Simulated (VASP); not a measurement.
# PbS (R3m) in VASP: single point with PBEsol

Aim: the single point of PbS with PBEsol.

All numbers are computed with VASP 6.6.1; they aren't measurements. Logs are shortened: lines on timing, memory, paths and dates and some standing lists are left out, and cuts for length are marked.

## 1. The cell of the first run

It takes space group R3m (No. 160, trigonal). The conventional cell has a = 4.225 Å, b = 4.225 Å, c = 10.356 Å, α = 90.00°, β = 90.00°, γ = 120.00°. Within 3.9 Å of Pb (site symmetry 3m) lie 6 S at 2.96 to 3.02 Å. S (site symmetry 3m) has 6 Pb at 2.96 to 3.02 Å within 3.9 Å.

## 2. Single point, PBEsol

File INCAR:

```
PREC     = Accurate       # precision mode
ENCUT    = 520            # plane-wave cutoff, eV
EDIFF    = 1E-7           # SCF threshold, eV
ISMEAR   = 0              # smearing method
SIGMA    = 0.01           # smearing width, eV
LREAL    = False          # projectors in reciprocal space
LASPH    = True           # aspherical terms in the spheres
NELM     = 100            # most SCF steps
ALGO     = Normal         # electronic algorithm
ISIF     = 2              # what is computed and relaxed
LWAVE    = False          # write WAVECAR
LCHARG   = True           # write CHGCAR
GGA      = PS             # functional
LELF     = True           # ELF
LVHAR    = True         
NBANDS   = 17             # bands
```

File KPOINTS:

```
Automatic mesh
0
Gamma
  6 6 6
```

File POSCAR:

```
PbS
1.0
    2.1126617100      1.2197458000      3.4519162500
   -2.1126617100      1.2197458000      3.4519162500
    0.0000000000     -2.4394916100      3.4519162500
Pb S
1 1
Direct
    0.9805657800      0.9805657800      0.9805657800
    0.4750355500      0.4750355500      0.4750355500
```

Potentials or basis: VASP PAW PBE potentials, release 64 (Pb_d, S).

On the command line:

```sh
> cat potpaw_PBE.64/Pb_d/POTCAR potpaw_PBE.64/S/POTCAR > POTCAR
> mpirun -np 1 vasp_std > vasp.out
```

OUTCAR:

```text
PREC = Accurate
   ENCUT = 520
   EDIFF = 1E-7
   ISMEAR = 0
   LREAL = False
   LASPH = True
   NELM = 100
   ISIF = 2
   GGA = PS

 ion  position               nearest neighbor table
   1  0.981  0.981  0.981-   2 2.96   2 2.96   2 2.96   2 3.02   2 3.02   2 3.02
   2  0.475  0.475  0.475-   1 2.96   1 2.96   1 2.96   1 3.02   1 3.02   1 3.02

  LATTYP: Found a trigonal (rhomboedric) cell.
 ALAT       =     4.2269191043
 COS(alpha) =     0.5003774340

  Lattice vectors:

 A1 = (   2.1126617100,   1.2197458000,   3.4519162500)
 A2 = (  -2.1126617100,   1.2197458000,   3.4519162500)
 A3 = (   0.0000000000,  -2.4394916100,   3.4519162500)

Analysis of symmetry for initial positions (statically):
=====================================================================
 Subroutine PRICEL returns:
 Original cell was already a primitive cell.

 Routine SETGRP: Setting up the symmetry group for a
 trigonal (rhombohedral) supercell.

 Subroutine GETGRP returns: Found  6 space group operations
 (whereof  6 operations were pure point group operations)
 out of a pool of 12 trial point group operations.

The static configuration has the point symmetry C_3v.

Analysis of symmetry for dynamics (positions and initial velocities):
=====================================================================
 Subroutine PRICEL returns:
 Original cell was already a primitive cell.

 Routine SETGRP: Setting up the symmetry group for a
 trigonal (rhombohedral) supercell.

 Subroutine GETGRP returns: Found  6 space group operations
 (whereof  6 operations were pure point group operations)
 out of a pool of 12 trial point group operations.

The dynamic configuration has the point symmetry C_3v.

 Subroutine INISYM returns: Found  6 space group operations
 (whereof  6 operations are pure point group operations),
 and found     1 'primitive' translations

----------------------------------------------------------------------------------------

                                     Primitive cell

  volume of cell :      53.3717

  direct lattice vectors                    reciprocal lattice vectors
     2.112661710  1.219745800  3.451916250     0.236668274  0.136640492  0.096564722
    -2.112661710  1.219745800  3.451916250    -0.236668274  0.136640492  0.096564722
     0.000000000 -2.439491610  3.451916250     0.000000000 -0.273280984  0.096564722

  length of vectors
     4.226919104  4.226919104  4.226919104     0.289840027  0.289840027  0.289840028

  position of ions in fractional coordinates (direct lattice)
     0.980565780  0.980565780  0.980565780
     0.475035550  0.475035550  0.475035550

  ion indices of the primitive-cell ions
   primitive index   ion index
                 1           1
                 2           2

----------------------------------------------------------------------------------------

 KPOINTS: Automatic mesh

Automatic generation of k-mesh.
 Grid dimensions read from file:
 generate k-points for:    6    6    6

 Generating k-lattice:

  Cartesian coordinates                     Fractional coordinates (reciprocal lattice)
     0.039444712  0.022773415  0.016094120     0.166666667  0.000000000  0.000000000
    -0.039444712  0.022773415  0.016094120     0.000000000  0.166666667  0.000000000
     0.000000000 -0.045546831  0.016094120     0.000000000  0.000000000  0.166666667

  Length of vectors
     0.048306671  0.048306671  0.048306671

  Shift w.r.t. Gamma in fractional coordinates (k-lattice)
     0.000000000  0.000000000  0.000000000

 Subroutine IBZKPT returns following result:
 ===========================================

 Found     32 irreducible k-points:

 Following reciprocal coordinates:
            Coordinates               Weight
  0.000000  0.000000  0.000000      1.000000
  0.166667  0.000000 -0.000000      6.000000
  0.333333  0.000000 -0.000000      6.000000
  0.500000 -0.000000 -0.000000      3.000000
  0.166667  0.166667 -0.000000      6.000000
  0.333333  0.166667 -0.000000     12.000000
[... 16 lines left out ...]
  0.500000  0.500000  0.166667      6.000000
 -0.333333  0.500000  0.166667     12.000000
 [... further k-points ...]
   k-points           NKPTS =     32   k-points in BZ     NKDIM =     32   number of bands    NBANDS=     17
   number of dos      NEDOS =    301   number of ions     NIONS =      2
   total plane-waves  NPLWV =  32768
   dimension x,y,z NGX =    32 NGY =   32 NGZ =   32
   dimension x,y,z NGXF=    64 NGYF=   64 NGZF=   64
   ions per type =               1   1
   NGX,Y,Z   is equivalent  to a cutoff of  12.59, 12.59, 12.59 a.u.
   NGXF,Y,Z  is equivalent  to a cutoff of  25.17, 25.17, 25.17 a.u.
 SYSTEM =  unknown system
   PREC   = accura    normal or accurate (medium, high low for compatibility)
   ISTART =      0    job   : 0-new  1-cont  2-samecut
   ICHARG =      2    charge: 1-file 2-atom 10-const
   ISPIN  =      1    spin polarized calculation?
   LNONCOLLINEAR =      F non collinear calculations
   LSORBIT =      F    spin-orbit coupling
   LASPH  =      T    aspherical Exc in radial PAW
   ENCUT  =  520.0 eV  38.22 Ry    6.18 a.u.   7.86  7.86  7.86*2*pi/ulx,y,z
   NELM   =    100;   NELMIN=  2; NELMDL= -5     # of ELM steps
   EDIFF  = 0.1E-06   stopping-criterion for ELM
   LREAL  =      F    real-space projection
   EDIFFG = 0.1E-05   stopping-criterion for IOM
   NSW    =      0    number of steps for IOM
   IBRION =     -1    ionic relax: 0-MD 1-quasi-New 2-CG
   NFREE  =      0    steps in history (QN), initial steepest desc. (CG)
   ISIF   =      2    stress and relaxation
   ISYM   =      2    0-nonsym 1-usesym 2-fastsym
   POTIM  = 0.5000    time-step for ionic-motion
   TEBEG  =    0.0;   TEEND  =   0.0 temperature during run
   PSTRESS=    0.0 pullay stress
   NELECT =      20.0000    total number of electrons
   NUPDOWN=      -1.0000    fix difference up-down
   EMIN   =  10.00;   EMAX   =-10.00  energy-range for DOS
   EFERMI =   0.00;   METHOD = LEGACY
   ISMEAR =     0;   SIGMA  =   0.01  broadening in eV -4-tet -1-fermi 0-gaus
   EFERMI_NEDOS =   21; number of points for ismear=-14 and -15
   IALGO  =     38    algorithm
   IMIX   =      4    mixing-type and parameters
     AMIX     =   0.40;   BMIX     =  1.00
     AMIX_MAG =   1.60;   BMIX_MAG =  1.00
  volume/ion in A,a.u.               =      26.69       180.08
  Fermi-wavevector in a.u.,A,eV,Ry     =   1.180270  2.230386 18.953411  1.393036
  Thomas-Fermi vector in A             =   2.316565
   LORBIT       =      0    0 simple, 1 ext, 2 COOP (PROOUT), +10 PAW based schemes
   GGA     = PS    functional components
   LHFCALC =     F    Hartree Fock is set to
   AEXX    =    0.0000 exact exchange contribution
   IVDW    =     0    specifies the selected vdW correction
   LEPSILON=     F    determine dielectric tensor
   LRPA    =     F    only Hartree local field effects (RPA)
 non-spin polarized calculation
 Gauss-broadening in eV      SIGMA  =   0.01
  energy-cutoff  :      520.00
  volume of cell :       53.37
 maximum number of plane-waves:      1459
   NGX = 15   NGY = 15   NGZ = 15

 number of electron      20.0000002 magnetization

 Free energy of the ion-electron system (eV)
  ---------------------------------------------------
  ext. energy  EPLUGINS =         0.00000000
  ---------------------------------------------------
  free energy    TOTEN  =        -9.44667248 eV

  energy without entropy =       -9.44667248  energy(sigma->0) =       -9.44667248

 E-fermi :   5.4034     XC(G=0):  -9.7817

 val. band max:        5.3574497012   @ k =   0.5000  -0.0000  -0.0000
 cond. band min:       5.7130041410   @ k =   0.5000  -0.0000  -0.0000
 fundamental gap:      0.3555544398
 Fermi energy:         5.4034386362

 k-point     1 :       0.0000    0.0000    0.0000
  band No.  band energies     occupation
      1     -11.3122      2.00000
      2     -11.3120      2.00000
      3     -11.3120      2.00000
      4     -11.2986      2.00000
      5     -11.2986      2.00000
      6      -8.0148      2.00000
[... 9 lines left out ...]
     16      12.1205      0.00000
     17      13.9001      0.00000

 k-point     2 :       0.1667    0.0000   -0.0000
  band No.  band energies     occupation
      1     -11.3113      2.00000
      2     -11.3103      2.00000
      3     -11.3103      2.00000
      4     -11.2966      2.00000
      5     -11.2966      2.00000
      6      -7.7863      2.00000
[... 9 lines left out ...]
     16      12.6943      0.00000
     17      15.7029      0.00000

 k-point     3 :       0.3333    0.0000   -0.0000
  band No.  band energies     occupation
      1     -11.3232      2.00000
      2     -11.3225      2.00000
      3     -11.3093      2.00000
      4     -11.2770      2.00000
      5     -11.2769      2.00000
      6      -7.2076      2.00000
[... 9 lines left out ...]
     16      14.0951      0.00000
     17      17.4004      0.00000

 k-point     4 :       0.5000   -0.0000   -0.0000
  band No.  band energies     occupation
      1     -11.3301      2.00000
      2     -11.3293      2.00000
      3     -11.3088      2.00000
      4     -11.2665      2.00000
      5     -11.2663      2.00000
      6      -6.8021      2.00000
[... 9 lines left out ...]
     16      15.5182      0.00000
     17      15.8130      0.00000
[... 343 lines left out ...]
      1     -11.3708      2.00000
      2     -11.3129      2.00000
      3     -11.3027      2.00000
      4     -11.2739      2.00000
      5     -11.2702      2.00000
      6      -6.7611      2.00000
[... 9 lines left out ...]
     16      15.9196      0.00000
     17      16.2479      0.00000

 k-point    23 :       0.5000    0.5000    0.1667
  band No.  band energies     occupation
      1     -11.4099      2.00000
      2     -11.3247      2.00000
      3     -11.2862      2.00000
      4     -11.2658      2.00000
      5     -11.2597      2.00000
      6      -6.5174      2.00000
[... 9 lines left out ...]
     16      16.6643      0.00000
     17      17.1408      0.00000

 k-point    24 :      -0.3333    0.5000    0.1667
  band No.  band energies     occupation
      1     -11.4110      2.00000
      2     -11.3165      2.00000
      3     -11.2897      2.00000
      4     -11.2758      2.00000
      5     -11.2546      2.00000
      6      -6.3707      2.00000
[... 9 lines left out ...]
     16      17.1257      0.00000
     17      17.6564      0.00000

 [... further k-points ...]

------------------------ aborting loop because EDIFF is reached ----------------------------------------

  FORCE on cell =-STRESS in cart. coord.  units (eV):
  Direction    XX          YY          ZZ          XY          YZ          ZX
  --------------------------------------------------------------------------------------
  -------------------------------------------------------------------------------------
  Total       -0.7043486     -0.7043486     -0.7002863      0.0000000      0.0000000      0.0000000
  in kB      -21.1440158    -21.1440156    -21.0220663      0.0000000      0.0000000      0.0000000
  external PRESSURE =     -21.1033659 kB  Pullay stress =       0.0000000 kB

 VOLUME and BASIS-vectors are now :
 -----------------------------------------------------------------------------
  energy-cutoff  :      520.00
  volume of cell :       53.37
      direct lattice vectors                 reciprocal lattice vectors
     2.112661710  1.219745800  3.451916250     0.236668274  0.136640492  0.096564722
    -2.112661710  1.219745800  3.451916250    -0.236668274  0.136640492  0.096564722
     0.000000000 -2.439491610  3.451916250     0.000000000 -0.273280984  0.096564722

 POSITION                                       TOTAL-FORCE (eV/Angst)
 -----------------------------------------------------------------------------------
      0.00000     -0.00000     10.15449         0.000000     -0.000000      0.001692
      0.00000     -0.00000      4.91935         0.000000      0.000000     -0.001692
 -----------------------------------------------------------------------------------
    total drift:                                0.000000     -0.000000      0.000077

  FREE ENERGIE OF THE ION-ELECTRON SYSTEM (eV)
  ---------------------------------------------------
  free  energy   TOTEN  =        -9.4466724755 eV

  energy  without entropy=       -9.4466724755  energy(sigma->0) =       -9.44667248
```

It took 20 s on 1 thread of Intel Xeon 6975P-C, shared host; peak memory 0.19 GiB.

What came out:

```yaml
Free_energy: -9.4467 eV
Pressure: -2.1 GPa
Band_gap_on_the_k_mesh: 0.36 eV, direct
```

Caveat: the PAW data sets were made with another functional, which shifts forces and pressure a little; spin-orbit coupling is left out, which moves the levels of the heavy elements.
